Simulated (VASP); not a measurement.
Input of a VASP 6.6.1 run:

INCAR

```
SYSTEM = Pt
  PREC = Accurate
  ENCUT = 500
  EDIFF = 1E-6
  ISMEAR = -1
  SIGMA = 0.05
  LREAL = .False.
  LASPH = .True.
  NELM = 120
  ALGO = Normal
  ISIF = 2
  LWAVE = .False.
  LCHARG = .False.
  NBANDS = 11
  GGA_COMPAT = .False.
```

Contents of KPOINTS:

```
Automatic mesh
0
Gamma
  13 13 13
  0 0 0
```

The input POSCAR:

```
Pt
1.0
    0.0000000000      1.9600000000      1.9600000000
    1.9600000000      0.0000000000      1.9600000000
    1.9600000000      1.9600000000      0.0000000000
Pt
1
Direct
    0.0000000000      0.0000000000      0.0000000000
```

Potentials or basis: VASP PAW LDA potentials, release 64 (Pt).

Command:

```console
$ cat potpaw_LDA.64/Pt/POTCAR > POTCAR
$ mpirun -np 1 vasp_std > vasp.out
```

Q: Estimate the pressure.

A: -5.2 GPa.

Q: What does it give for the band gap on the k mesh?

A: Zero (band 5 reaches 11.58 eV, above the bottom of band 6 at 9.42 eV).

Caveat: spin-orbit coupling is left out, which moves the levels of the heavy elements.
